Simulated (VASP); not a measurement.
# Pb8CS8O in VASP: notebook

Pb8CS8O is run at these levels: PBE; tasks: single point.

All numbers are computed with VASP 6.6.1; they aren't measurements. Logs are shortened: lines on timing, memory, paths and dates and some standing lists are left out, and cuts for length are marked.

### 1 The cell of the first run

The cell holds a slab with vacuum, 18 atoms: a = 8.498 Å, b = 8.498 Å, c = 20.717 Å, α = 90.00°, β = 90.00°, γ = 90.00°.

### 2 Single point, PBE

The input, INCAR:

```
SYSTEM = Pb8CS8O
PREC = Accurate
ENCUT = 520
EDIFF = 1E-7
ISMEAR = 0
SIGMA = 0.05
LREAL = Auto
LASPH = .True.
NELM = 60
ALGO = Normal
ISIF = 2
LWAVE = .False.
LCHARG = .False.
LDIPOL = .True.
IDIPOL = 3
DIPOL = 0.5 0.5 0.273
GGA = PE
NBANDS = 100
```

The input, KPOINTS:

```
Automatic mesh
0
Gamma
  3 3 1
  0 0 0
```

The input, POSCAR:

```
Pb8CS8O
1.0
    8.4980431765      0.0000000000      0.0000000000
    0.0000000000      8.4980431765      0.0000000000
    0.0000000000      0.0000000000     20.7166259994
Pb S C O
8 8 1 1
Direct
    0.2500000000      0.2500000000      0.1930816341
    0.2500000000      0.7500000000      0.1930816341
    0.7500000000      0.2500000000      0.1930816341
    0.7500000000      0.7500000000      0.1930816341
    0.0000000000      0.0000000000      0.3242142808
    0.0000000000      0.5000000000      0.3242142808
    0.5000000000      0.0000000000      0.3242142808
    0.5000000000      0.5000000000      0.3242142808
    0.0000000000      0.0000000000      0.1930816341
    0.0000000000      0.5000000000      0.1930816341
    0.5000000000      0.0000000000      0.1930816341
    0.5000000000      0.5000000000      0.1930816341
    0.2500000000      0.2500000000      0.3230985962
    0.2500000000      0.7500000000      0.3230985962
    0.7500000000      0.2500000000      0.3230985962
    0.7500000000      0.7500000000      0.3230985962
    0.5955526793      0.0000000000      0.3937236691
    0.9044473207      0.0000000000      0.3937236691
```

Potentials or basis: VASP PAW PBE potentials, release 64 (Pb_d, S, C, O).

Command:

```
$ cat potpaw_PBE.64/Pb_d/POTCAR potpaw_PBE.64/S/POTCAR potpaw_PBE.64/C/POTCAR potpaw_PBE.64/O/POTCAR > POTCAR
$ mpirun -np 1 vasp_std > vasp.out
```

OUTCAR:

```text
SYSTEM = Pb8CS8O
   PREC = Accurate
   ENCUT = 520
   EDIFF = 1E-7
   ISMEAR = 0
   LREAL = Auto
   LASPH = .True.
   NELM = 60
   ISIF = 2
   GGA = PE

 ion  position               nearest neighbor table
   1  0.250  0.250  0.193-  13 2.69  10 3.00  11 3.00  12 3.00   9 3.00   6 4.05   7 4.05   8 4.05
                             5 4.05
   2  0.250  0.750  0.193-  14 2.69  10 3.00  11 3.00  12 3.00   9 3.00   6 4.05   7 4.05   8 4.05
                             5 4.05
   3  0.750  0.250  0.193-  15 2.69  10 3.00  11 3.00  12 3.00   9 3.00   6 4.05   7 4.05   8 4.05
                             5 4.05
   4  0.750  0.750  0.193-  16 2.69  10 3.00  11 3.00  12 3.00   9 3.00   6 4.05   7 4.05   8 4.05
                             5 4.05
   5  0.000  0.000  0.324-  18 1.65   9 2.72  14 3.00  15 3.00  16 3.00  13 3.00   3 4.05   4 4.05
                             1 4.05   2 4.05
   6  0.000  0.500  0.324-  10 2.72  13 3.00  14 3.00  15 3.00  16 3.00   2 4.05   3 4.05   4 4.05
                             1 4.05
   7  0.500  0.000  0.324-  17 1.65  11 2.72  14 3.00  15 3.00  16 3.00  13 3.00   3 4.05   4 4.05
                             1 4.05   2 4.05
   8  0.500  0.500  0.324-  12 2.72  13 3.00  14 3.00  15 3.00  16 3.00   2 4.05   3 4.05   4 4.05
                             1 4.05
   9  0.000  0.000  0.193-   5 2.72   2 3.00   3 3.00   4 3.00   1 3.00
  10  0.000  0.500  0.193-   6 2.72   2 3.00   3 3.00   4 3.00   1 3.00
  11  0.500  0.000  0.193-   7 2.72   2 3.00   3 3.00   4 3.00   1 3.00
  12  0.500  0.500  0.193-   8 2.72   2 3.00   3 3.00   4 3.00   1 3.00
  13  0.250  0.250  0.323-   1 2.69   5 3.00   6 3.00   7 3.00   8 3.00
  14  0.250  0.750  0.323-   2 2.69   5 3.00   6 3.00   7 3.00   8 3.00
  15  0.750  0.250  0.323-   3 2.69   5 3.00   6 3.00   7 3.00   8 3.00
  16  0.750  0.750  0.323-   4 2.69   5 3.00   6 3.00   7 3.00   8 3.00
  17  0.596  0.000  0.394-   7 1.65
  18  0.904  0.000  0.394-   5 1.65

  LATTYP: Found a simple tetragonal cell.
 ALAT       =     8.4980431765
 C/A-ratio  =     2.4378113372

  Lattice vectors:

 A1 = (   8.4980431765,   0.0000000000,   0.0000000000)
 A2 = (   0.0000000000,   8.4980431765,   0.0000000000)
 A3 = (   0.0000000000,   0.0000000000,  20.7166259994)

Analysis of symmetry for initial positions (statically):
=====================================================================
 Subroutine PRICEL returns:
 Original cell was already a primitive cell.

 Routine SETGRP: Setting up the symmetry group for a
 simple tetragonal supercell.

 Subroutine GETGRP returns: Found  2 space group operations
 (whereof  2 operations were pure point group operations)
 out of a pool of 16 trial point group operations.

The static configuration has the point symmetry C_1h.

Analysis of symmetry for dynamics (positions and initial velocities):
=====================================================================
 Subroutine PRICEL returns:
 Original cell was already a primitive cell.

 Routine SETGRP: Setting up the symmetry group for a
 simple tetragonal supercell.

 Subroutine GETGRP returns: Found  2 space group operations
 (whereof  2 operations were pure point group operations)
 out of a pool of 16 trial point group operations.

The dynamic configuration has the point symmetry C_1h.

 Subroutine INISYM returns: Found  2 space group operations
 (whereof  2 operations are pure point group operations),
 and found     1 'primitive' translations

----------------------------------------------------------------------------------------

                                     Primitive cell

  volume of cell :    1496.0871

  direct lattice vectors                    reciprocal lattice vectors
     8.498043176  0.000000000  0.000000000     0.117674149  0.000000000  0.000000000
     0.000000000  8.498043176  0.000000000     0.000000000  0.117674149  0.000000000
     0.000000000  0.000000000 20.716625999     0.000000000  0.000000000  0.048270409

  length of vectors
     8.498043176  8.498043176 20.716625999     0.117674149  0.117674149  0.048270409

  position of ions in fractional coordinates (direct lattice)
     0.250000000  0.250000000  0.193081634
     0.250000000  0.750000000  0.193081634
     0.750000000  0.250000000  0.193081634
     0.750000000  0.750000000  0.193081634
     0.000000000  0.000000000  0.324214281
     0.000000000  0.500000000  0.324214281
[... 10 lines left out ...]
     0.595552679  0.000000000  0.393723669
     0.904447321  0.000000000  0.393723669

  ion indices of the primitive-cell ions
   primitive index   ion index
                 1           1
                 2           2
                 3           3
                 4           4
                 5           5
                 6           6
[... 10 lines left out ...]
                17          17
                18          18

----------------------------------------------------------------------------------------

 KPOINTS: Automatic mesh

Automatic generation of k-mesh.
 Grid dimensions read from file:
 generate k-points for:    3    3    1

 Generating k-lattice:

  Cartesian coordinates                     Fractional coordinates (reciprocal lattice)
     0.039224716  0.000000000  0.000000000     0.333333333  0.000000000  0.000000000
     0.000000000  0.039224716  0.000000000     0.000000000  0.333333333  0.000000000
     0.000000000  0.000000000  0.048270409     0.000000000  0.000000000  1.000000000

  Length of vectors
     0.039224716  0.039224716  0.048270409

  Shift w.r.t. Gamma in fractional coordinates (k-lattice)
     0.000000000  0.000000000  0.000000000

 Subroutine IBZKPT returns following result:
 ===========================================

 Found      4 irreducible k-points:

 Following reciprocal coordinates:
            Coordinates               Weight
  0.000000  0.000000  0.000000      1.000000
  0.333333  0.000000  0.000000      2.000000
  0.000000  0.333333  0.000000      2.000000
  0.333333  0.333333  0.000000      4.000000
   k-points           NKPTS =      4   k-points in BZ     NKDIM =      4   number of bands    NBANDS=    100
   number of dos      NEDOS =    301   number of ions     NIONS =     18
   total plane-waves  NPLWV = 655360
   dimension x,y,z NGX =    64 NGY =   64 NGZ =  160
   dimension x,y,z NGXF=   128 NGYF=  128 NGZF=  320
   ions per type =               8   8   1   1
   NGX,Y,Z   is equivalent  to a cutoff of  12.52, 12.52, 12.84 a.u.
   NGXF,Y,Z  is equivalent  to a cutoff of  25.04, 25.04, 25.68 a.u.
 SYSTEM =  Pb8CS8O
   PREC   = accura    normal or accurate (medium, high low for compatibility)
   ISTART =      0    job   : 0-new  1-cont  2-samecut
   ICHARG =      2    charge: 1-file 2-atom 10-const
   ISPIN  =      1    spin polarized calculation?
   LNONCOLLINEAR =      F non collinear calculations
   LSORBIT =      F    spin-orbit coupling
   LASPH  =      T    aspherical Exc in radial PAW
   ENCUT  =  520.0 eV  38.22 Ry    6.18 a.u.  15.80 15.80 38.52*2*pi/ulx,y,z
   NELM   =     60;   NELMIN=  2; NELMDL= -5     # of ELM steps
   EDIFF  = 0.1E-06   stopping-criterion for ELM
   LREAL  =      T    real-space projection
   EDIFFG = 0.1E-05   stopping-criterion for IOM
   NSW    =      0    number of steps for IOM
   IBRION =     -1    ionic relax: 0-MD 1-quasi-New 2-CG
   NFREE  =      0    steps in history (QN), initial steepest desc. (CG)
   ISIF   =      2    stress and relaxation
   ISYM   =      2    0-nonsym 1-usesym 2-fastsym
   POTIM  = 0.5000    time-step for ionic-motion
   TEBEG  =    0.0;   TEEND  =   0.0 temperature during run
   PSTRESS=    0.0 pullay stress
   NELECT =     170.0000    total number of electrons
   NUPDOWN=      -1.0000    fix difference up-down
   EMIN   =  10.00;   EMAX   =-10.00  energy-range for DOS
   EFERMI =   0.00;   METHOD = LEGACY
   ISMEAR =     0;   SIGMA  =   0.05  broadening in eV -4-tet -1-fermi 0-gaus
   EFERMI_NEDOS =   21; number of points for ismear=-14 and -15
   IALGO  =     38    algorithm
   IMIX   =      4    mixing-type and parameters
     AMIX     =   0.40;   BMIX     =  1.00
     AMIX_MAG =   1.60;   BMIX_MAG =  1.00
  volume/ion in A,a.u.               =      83.12       560.89
  Fermi-wavevector in a.u.,A,eV,Ry     =   0.792937  1.498434  8.554657  0.628750
  Thomas-Fermi vector in A             =   1.898774
   LORBIT       =      0    0 simple, 1 ext, 2 COOP (PROOUT), +10 PAW based schemes
   GGA     = PE    functional components
   LHFCALC =     F    Hartree Fock is set to
   AEXX    =    0.0000 exact exchange contribution
   IVDW    =     0    specifies the selected vdW correction
   LEPSILON=     F    determine dielectric tensor
   LRPA    =     F    only Hartree local field effects (RPA)
 non-spin polarized calculation
 Gauss-broadening in eV      SIGMA  =   0.05
  energy-cutoff  :      520.00
  volume of cell :     1496.09
 maximum number of plane-waves:     40322
 NGX is ok and might be reduce to    64
   NGX = 31   NGY = 31   NGZ = 77

 dipolmoment           0.000000      0.000000     -0.000047 electrons x Angstroem

 number of electron     170.0000035 magnetization

 dipolmoment           0.000000      0.000000      0.595056 electrons x Angstroem

 Free energy of the ion-electron system (eV)
  ---------------------------------------------------
  ext. energy  EPLUGINS =         0.00000000
  ---------------------------------------------------
  free energy    TOTEN  =       -68.55131992 eV

  energy without entropy =      -68.53276196  energy(sigma->0) =      -68.54204094

 E-fermi :  -1.6301     XC(G=0):  -3.3764

 val. band max:       -1.6562097375   @ k =   0.0000   0.3333   0.0000
 cond. band min:      -1.6199805629   @ k =   0.3333   0.0000   0.0000
 fundamental gap:      0.0362291746
 Fermi energy:        -1.6300855647

 k-point     1 :       0.0000    0.0000    0.0000
  band No.  band energies     occupation
      1     -23.2674      2.00000
      2     -21.1460      2.00000
      3     -19.2950      2.00000
      4     -19.2934      2.00000
      5     -19.0158      2.00000
      6     -18.9811      2.00000
[... 89 lines left out ...]
     96       0.9993      0.00000
     97       1.0695      0.00000

 k-point     2 :       0.3333    0.0000    0.0000
  band No.  band energies     occupation
      1     -23.2673      2.00000
      2     -21.1460      2.00000
      3     -19.2947      2.00000
      4     -19.2923      2.00000
      5     -19.0163      2.00000
      6     -18.9805      2.00000
[... 89 lines left out ...]
     96       1.3435      0.00000
     97       1.3591      0.00000

 k-point     3 :       0.0000    0.3333    0.0000
  band No.  band energies     occupation
      1     -23.2674      2.00000
      2     -21.1460      2.00000
      3     -19.2949      2.00000
      4     -19.2934      2.00000
      5     -19.0155      2.00000
      6     -18.9807      2.00000
[... 89 lines left out ...]
     96       1.3408      0.00000
     97       1.4483      0.00000

 k-point     4 :       0.3333    0.3333    0.0000
  band No.  band energies     occupation
      1     -23.2674      2.00000
      2     -21.1460      2.00000
      3     -19.2946      2.00000
      4     -19.2922      2.00000
      5     -19.0162      2.00000
      6     -18.9803      2.00000
[... 89 lines left out ...]
     96       1.1493      0.00000
     97       1.2636      0.00000
 [bands above 97 left out]

------------------------ aborting loop because EDIFF is reached ----------------------------------------

 vacuum level on the upper side and lower side of the slab       (xc-potential included)         0.713        -0.736

  FORCE on cell =-STRESS in cart. coord.  units (eV):
  Direction    XX          YY          ZZ          XY          YZ          ZX
  --------------------------------------------------------------------------------------
  -------------------------------------------------------------------------------------
  Total       14.4174426      2.4041187     39.1005508      0.0000000      0.0000000      4.1393490
  in kB       15.4398089      2.5745990     41.8732399      0.0000000      0.0000000      4.4328775
  external PRESSURE =      19.9625493 kB  Pullay stress =       0.0000000 kB

 VOLUME and BASIS-vectors are now :
 -----------------------------------------------------------------------------
  energy-cutoff  :      520.00
  volume of cell :     1496.09
      direct lattice vectors                 reciprocal lattice vectors
     8.498043176  0.000000000  0.000000000     0.117674149  0.000000000  0.000000000
     0.000000000  8.498043176  0.000000000     0.000000000  0.117674149  0.000000000
     0.000000000  0.000000000 20.716625999     0.000000000  0.000000000  0.048270409

 POSITION                                       TOTAL-FORCE (eV/Angst)
 -----------------------------------------------------------------------------------
      2.12451      2.12451      4.00000         0.083160      0.244178     -0.166919
      2.12451      6.37353      4.00000         0.083160     -0.244178     -0.166919
      6.37353      2.12451      4.00000        -0.148798      0.223723     -0.051456
      6.37353      6.37353      4.00000        -0.148798     -0.223723     -0.051456
      0.00000      0.00000      6.71663         7.374606      0.000000    -13.072889
      0.00000      4.24902      6.71663        -0.222185      0.000000      0.121308
[... 10 lines left out ...]
      5.06103      0.00000      8.15663         8.811040      0.000000     15.803587
      7.68603      0.00000      8.15663        -6.272791      0.000000     13.200364
 -----------------------------------------------------------------------------------
    total drift:                               -0.003400     -0.000000      0.001923

  FREE ENERGIE OF THE ION-ELECTRON SYSTEM (eV)
  ---------------------------------------------------
  free  energy   TOTEN  =       -68.5513199168 eV

  energy  without entropy=      -68.5327619645  energy(sigma->0) =      -68.54204094

 vacuum level on the upper side and lower side of the slab         3.708         2.219
```

Wall time 54 min (1 thread of Intel Xeon 8259CL, shared host); peak memory 1.5 GiB.

Results:

* Free energy: -68.5513 eV
* Largest force: 18.526 eV/Å
* Band gap on the k mesh: zero (bands 85 and 86 overlap by 0.23 eV)

Forces in eV/Å, atoms in the order of the input:
```
Pb    0.083   0.244  -0.167
Pb    0.083  -0.244  -0.167
Pb   -0.149   0.224  -0.051
Pb   -0.149  -0.224  -0.051
Pb    7.375   0.000 -13.073
Pb   -0.222   0.000   0.121
Pb   -9.161   0.000 -16.103
Pb    0.340   0.000   0.143
S    -0.005   0.000   0.949
S     0.125   0.000  -0.071
S    -0.010   0.000   0.468
S    -0.148   0.000   0.021
S    -0.278  -0.157  -0.088
S    -0.278   0.157  -0.088
S    -0.073   0.746  -0.424
S    -0.073  -0.746  -0.424
C     8.811   0.000  15.804
O    -6.273   0.000  13.200
```

Caveat: spin-orbit coupling is left out, which moves the levels of the heavy elements.

(Part 1 of 2 ends here.)

The gap in the log of VASP goes by the Fermi energy; the results here count the filled bands.